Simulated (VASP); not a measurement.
# In (Im-3m) in VASP: a series of runs

Aim: see how the results for In move with the level of theory and the settings. Levels: PBE, PBEsol. Tasks: single point.

Everything below comes from runs of VASP 6.6.1. Logs are shortened: lines on timing, memory, paths and dates and some standing lists are left out, and cuts for length are marked.

## Step 1: The cell of the first run

Symmetry: Im-3m, No. 229, cubic system. The conventional cell has a = 3.894 Å, b = 3.894 Å, c = 3.894 Å, α = 90.00°, β = 90.00°, γ = 90.00°. In (site symmetry m-3m) has 14 In at 3.37 to 3.89 Å within 4.4 Å.

## Step 2: Single point, PBE (volume scaled by 1.06)

Input file INCAR:

```
SYSTEM = In
ALGO = Normal
EDIFF = 1E-6
ENCUT = 520
GGA = PE
ISIF = 2
ISMEAR = 0
LASPH = .True.
LCHARG = .False.
LREAL = .False.
LWAVE = .False.
NBANDS = 12
NELM = 60
PREC = Accurate
SIGMA = 0.1
```

Input file KPOINTS:

```
k-points
0
Gamma
  16 16 16
  0 0 0
```

Input file POSCAR:

```
In
1.0
   -1.9471095824      1.9471095824      1.9471095824
    1.9471095824     -1.9471095824      1.9471095824
    1.9471095824      1.9471095824     -1.9471095824
In
1
Direct
    0.0000000000      0.0000000000      0.0000000000
```

Potentials or basis: VASP PAW PBE potentials, release 64 (In_d).

Run with:

```sh
$ cat potpaw_PBE.64/In_d/POTCAR > POTCAR
$ mpirun -np 1 vasp_std > vasp.out
```

OUTCAR:

```text
SYSTEM = In
   EDIFF = 1E-6
   ENCUT = 520
   GGA = PE
   ISIF = 2
   ISMEAR = 0
   LASPH = .True.
   LREAL = .False.
   NELM = 60
   PREC = Accurate

 ion  position               nearest neighbor table
   1  0.000  0.000  0.000-

  LATTYP: Found a body centered cubic cell.
 ALAT       =     3.8942191648

  Lattice vectors:

 A1 = (  -1.9471095824,   1.9471095824,   1.9471095824)
 A2 = (   1.9471095824,  -1.9471095824,   1.9471095824)
 A3 = (   1.9471095824,   1.9471095824,  -1.9471095824)

Analysis of symmetry for initial positions (statically):
=====================================================================
 Subroutine PRICEL returns:
 Original cell was already a primitive cell.

 Routine SETGRP: Setting up the symmetry group for a
 body centered cubic supercell.

 Subroutine GETGRP returns: Found 48 space group operations
 (whereof 48 operations were pure point group operations)
 out of a pool of 48 trial point group operations.

The static configuration has the point symmetry O_h .

Analysis of symmetry for dynamics (positions and initial velocities):
=====================================================================
 Subroutine PRICEL returns:
 Original cell was already a primitive cell.

 Routine SETGRP: Setting up the symmetry group for a
 body centered cubic supercell.

 Subroutine GETGRP returns: Found 48 space group operations
 (whereof 48 operations were pure point group operations)
 out of a pool of 48 trial point group operations.

The dynamic configuration has the point symmetry O_h .

 Subroutine INISYM returns: Found 48 space group operations
 (whereof 48 operations are pure point group operations),
 and found     1 'primitive' translations

----------------------------------------------------------------------------------------

                                     Primitive cell

  volume of cell :      29.5278

  direct lattice vectors                    reciprocal lattice vectors
    -1.947109582  1.947109582  1.947109582     0.000000000  0.256790889  0.256790889
     1.947109582 -1.947109582  1.947109582     0.256790889  0.000000000  0.256790889
     1.947109582  1.947109582 -1.947109582     0.256790889  0.256790889  0.000000000

  length of vectors
     3.372492725  3.372492725  3.372492725     0.363157157  0.363157157  0.363157157

  position of ions in fractional coordinates (direct lattice)
     0.000000000  0.000000000  0.000000000

  ion indices of the primitive-cell ions
   primitive index   ion index
                 1           1

----------------------------------------------------------------------------------------

 KPOINTS: k-points

Automatic generation of k-mesh.
 Grid dimensions read from file:
 generate k-points for:   16   16   16

 Generating k-lattice:

  Cartesian coordinates                     Fractional coordinates (reciprocal lattice)
     0.000000000  0.016049431  0.016049431     0.062500000  0.000000000  0.000000000
     0.016049431  0.000000000  0.016049431     0.000000000  0.062500000  0.000000000
     0.016049431  0.016049431  0.000000000     0.000000000  0.000000000  0.062500000

  Length of vectors
     0.022697322  0.022697322  0.022697322

  Shift w.r.t. Gamma in fractional coordinates (k-lattice)
     0.000000000  0.000000000  0.000000000

 Subroutine IBZKPT returns following result:
 ===========================================

 Found    145 irreducible k-points:

 Following reciprocal coordinates:
            Coordinates               Weight
  0.000000  0.000000  0.000000      1.000000
  0.062500  0.000000  0.000000     12.000000
  0.125000  0.000000  0.000000     12.000000
  0.187500  0.000000  0.000000     12.000000
  0.250000  0.000000  0.000000     12.000000
  0.312500  0.000000  0.000000     12.000000
[... 16 lines left out ...]
  0.187500  0.187500  0.000000     24.000000
  0.250000  0.187500  0.000000     48.000000
 [... further k-points ...]
   k-points           NKPTS =    145   k-points in BZ     NKDIM =    145   number of bands    NBANDS=     12
   number of dos      NEDOS =    301   number of ions     NIONS =      1
   total plane-waves  NPLWV =  21952
   dimension x,y,z NGX =    28 NGY =   28 NGZ =   28
   dimension x,y,z NGXF=    56 NGYF=   56 NGZF=   56
   ions per type =               1
   NGX,Y,Z   is equivalent  to a cutoff of  13.80, 13.80, 13.80 a.u.
   NGXF,Y,Z  is equivalent  to a cutoff of  27.61, 27.61, 27.61 a.u.
 SYSTEM =  In
   PREC   = accura    normal or accurate (medium, high low for compatibility)
   ISTART =      0    job   : 0-new  1-cont  2-samecut
   ICHARG =      2    charge: 1-file 2-atom 10-const
   ISPIN  =      1    spin polarized calculation?
   LNONCOLLINEAR =      F non collinear calculations
   LSORBIT =      F    spin-orbit coupling
   LASPH  =      T    aspherical Exc in radial PAW
   ENCUT  =  520.0 eV  38.22 Ry    6.18 a.u.   6.27  6.27  6.27*2*pi/ulx,y,z
   NELM   =     60;   NELMIN=  2; NELMDL= -5     # of ELM steps
   EDIFF  = 0.1E-05   stopping-criterion for ELM
   LREAL  =      F    real-space projection
   EDIFFG = 0.1E-04   stopping-criterion for IOM
   NSW    =      0    number of steps for IOM
   IBRION =     -1    ionic relax: 0-MD 1-quasi-New 2-CG
   NFREE  =      0    steps in history (QN), initial steepest desc. (CG)
   ISIF   =      2    stress and relaxation
   ISYM   =      2    0-nonsym 1-usesym 2-fastsym
   POTIM  = 0.5000    time-step for ionic-motion
   TEBEG  =    0.0;   TEEND  =   0.0 temperature during run
   PSTRESS=    0.0 pullay stress
   NELECT =      13.0000    total number of electrons
   NUPDOWN=      -1.0000    fix difference up-down
   EMIN   =  10.00;   EMAX   =-10.00  energy-range for DOS
   EFERMI =   0.00;   METHOD = LEGACY
   ISMEAR =     0;   SIGMA  =   0.10  broadening in eV -4-tet -1-fermi 0-gaus
   EFERMI_NEDOS =   21; number of points for ismear=-14 and -15
   IALGO  =     38    algorithm
   IMIX   =      4    mixing-type and parameters
     AMIX     =   0.40;   BMIX     =  1.00
     AMIX_MAG =   1.60;   BMIX_MAG =  1.00
  volume/ion in A,a.u.               =      29.53       199.26
  Fermi-wavevector in a.u.,A,eV,Ry     =   1.245410  2.353483 21.103251  1.551045
  Thomas-Fermi vector in A             =   2.379633
   LORBIT       =      0    0 simple, 1 ext, 2 COOP (PROOUT), +10 PAW based schemes
   GGA     = PE    functional components
   LHFCALC =     F    Hartree Fock is set to
   AEXX    =    0.0000 exact exchange contribution
   IVDW    =     0    specifies the selected vdW correction
   LEPSILON=     F    determine dielectric tensor
   LRPA    =     F    only Hartree local field effects (RPA)
 non-spin polarized calculation
 Gauss-broadening in eV      SIGMA  =   0.10
  energy-cutoff  :      520.00
  volume of cell :       29.53
 maximum number of plane-waves:       811
 NGX is ok and might be reduce to    28
   NGX = 13   NGY = 13   NGZ = 13

 number of electron      12.9999996 magnetization

 Free energy of the ion-electron system (eV)
  ---------------------------------------------------
  ext. energy  EPLUGINS =         0.00000000
  ---------------------------------------------------
  free energy    TOTEN  =        -2.53975240 eV

  energy without entropy =       -2.53707473  energy(sigma->0) =       -2.53841356

 E-fermi :   6.2512     XC(G=0):  -9.6923

 val. band max:        6.2164492559   @ k =   0.3125   0.1250   0.0000
 cond. band min:       6.2954434719   @ k =  -0.4375   0.5000   0.3125
 fundamental gap:      0.0789942160
 Fermi energy:         6.2512234743

 k-point     1 :       0.0000    0.0000    0.0000
  band No.  band energies     occupation
      1      -8.3381      2.00000
      2      -8.3381      2.00000
      3      -8.3381      2.00000
      4      -8.1354      2.00000
      5      -8.1354      2.00000
      6      -2.5209      2.00000
      7      16.0777      0.00000
      8      16.0777      0.00000
      9      16.0777      0.00000
     10      18.8528      0.00000
     11      18.8528      0.00000
     12      18.8528      0.00000

 k-point     2 :       0.0625    0.0000    0.0000
  band No.  band energies     occupation
      1      -8.3411      2.00000
      2      -8.3349      2.00000
      3      -8.3261      2.00000
      4      -8.1386      2.00000
      5      -8.1356      2.00000
      6      -2.4388      2.00000
      7      15.2770      0.00000
      8      15.7053      0.00000
      9      15.9254      0.00000
     10      18.0934      0.00000
     11      18.4026      0.00000
     12      18.6977      0.00000

 k-point     3 :       0.1250    0.0000    0.0000
  band No.  band energies     occupation
      1      -8.3496      2.00000
      2      -8.3269      2.00000
      3      -8.2918      2.00000
      4      -8.1472      2.00000
      5      -8.1361      2.00000
      6      -2.1915      2.00000
      7      13.5073      0.00000
      8      14.9012      0.00000
      9      15.4919      0.00000
     10      17.3486      0.00000
     11      17.7188      0.00000
     12      18.6390      0.00000
[... 286 lines left out ...]
 k-point    23 :       0.1875    0.1875    0.0000
  band No.  band energies     occupation
      1      -8.3697      2.00000
      2      -8.3102      2.00000
      3      -8.1717      2.00000
      4      -8.1527      2.00000
      5      -8.1179      2.00000
      6      -0.2755      2.00000
      7       8.5499      0.00000
      8       9.9416      0.00000
      9      13.0167      0.00000
     10      17.5361      0.00000
     11      17.7031      0.00000
     12      20.5118      0.00000

 k-point    24 :       0.2500    0.1875    0.0000
  band No.  band energies     occupation
      1      -8.3762      2.00000
      2      -8.3021      2.00000
      3      -8.1672      2.00000
      4      -8.1556      2.00000
      5      -8.0895      2.00000
      6       0.5519      2.00000
      7       7.1718      0.00000
      8       9.0652      0.00000
      9      12.5837      0.00000
     10      17.2851      0.00000
     11      18.3112      0.00000
     12      20.7284      0.00000

 [... further k-points ...]
[... 5 lines left out ...]
  --------------------------------------------------------------------------------------
  -------------------------------------------------------------------------------------
  Total       -0.3230135     -0.3230135     -0.3230135      0.0000000      0.0000000      0.0000000
  in kB      -17.5266998    -17.5266998    -17.5266998      0.0000000      0.0000000      0.0000000
  external PRESSURE =     -17.5266998 kB  Pullay stress =       0.0000000 kB

 VOLUME and BASIS-vectors are now :
 -----------------------------------------------------------------------------
  energy-cutoff  :      520.00
  volume of cell :       29.53
      direct lattice vectors                 reciprocal lattice vectors
    -1.947109582  1.947109582  1.947109582     0.000000000  0.256790889  0.256790889
     1.947109582 -1.947109582  1.947109582     0.256790889  0.000000000  0.256790889
     1.947109582  1.947109582 -1.947109582     0.256790889  0.256790889  0.000000000

 POSITION                                       TOTAL-FORCE (eV/Angst)
 -----------------------------------------------------------------------------------
      0.00000      0.00000      0.00000         0.000000      0.000000      0.000000
 -----------------------------------------------------------------------------------
    total drift:                               -0.000000     -0.000000     -0.000000

  FREE ENERGIE OF THE ION-ELECTRON SYSTEM (eV)
  ---------------------------------------------------
  free  energy   TOTEN  =        -2.5397523976 eV

  energy  without entropy=       -2.5370747315  energy(sigma->0) =       -2.53841356
```

It took 61 s on 1 thread of Intel Xeon 8259CL, shared host; peak memory 0.19 GiB.

Results:

* Free energy: -2.5398 eV
* Pressure: -1.8 GPa

Levels at points of the mesh, in eV from the Fermi level:
```csv
k point,band 2,band 3,band 4,band 5,band 6,band 7,band 8,band 9,band 10,band 11
"(0.00, 0.00, 0.00)",-14.59,-14.59,-14.39,-14.39,-8.77,9.83,9.83,9.83,12.60,12.60
"(0.50, 0.00, 0.00)",-14.60,-14.40,-14.39,-14.26,-3.93,-2.73,5.37,6.86,9.27,9.46
"(0.50, 0.50, 0.50)",-14.65,-14.29,-14.29,-14.29,0.19,1.25,1.25,1.25,5.06,5.06
```

Caveat: spin-orbit coupling is left out, which moves the levels of the heavy elements.

(Continued in part 2 of 2.)
